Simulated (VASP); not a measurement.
A run of VASP 6.6.1:

Contents of INCAR:

```
SYSTEM = SiF
PREC     = Accurate       ! precision mode
ENCUT    = 600            ! plane-wave cutoff, eV
EDIFF    = 1E-6           ! SCF threshold, eV
ISMEAR   = 0              ! smearing method
SIGMA    = 0.2            ! smearing width, eV
LREAL    = .FALSE.        ! projectors in reciprocal space
LASPH    = .TRUE.         ! aspherical terms in the spheres
NELM     = 120            ! most SCF steps
ALGO     = Normal         ! electronic algorithm
ISIF     = 2              ! what is computed and relaxed
LWAVE    = .FALSE.        ! write WAVECAR
LCHARG   = .FALSE.        ! write CHGCAR
GGA      = PE             ! functional
NBANDS   = 12             ! bands
GGA_COMPAT= .FALSE.
```

File KPOINTS:

```
regular mesh
0
G
  6 6 7
  0 0 0
```

The input POSCAR:

```
SiF
1.0
    1.9025176605     -3.6687169823      0.0000000000
    1.9025176605      3.6687169823      0.0000000000
    0.0000000000      0.0000000000      2.4324302640
Si F
1 1
Direct
    0.5000000000      0.5000000000      0.0000000000
    0.0000000000      0.0000000000      0.0000000000
```

Potentials or basis: VASP PAW PBE potentials, release 64 (Si, F).

Command:

```console
$ cat potpaw_PBE.64/Si/POTCAR potpaw_PBE.64/F/POTCAR > POTCAR
$ mpirun -np 1 vasp_std > vasp.out
```

Hardware: 1 thread of Intel(R) Xeon(R) 6975P-C (Granite Rapids) (shared host).

Problem. Estimate the wall time of this run.

Solution. It took 7.9 s on 1 thread of Intel(R) Xeon(R) 6975P-C (Granite Rapids) (shared host), peak memory 0.16 GiB. Counts: scf iterations 13, k points 52.
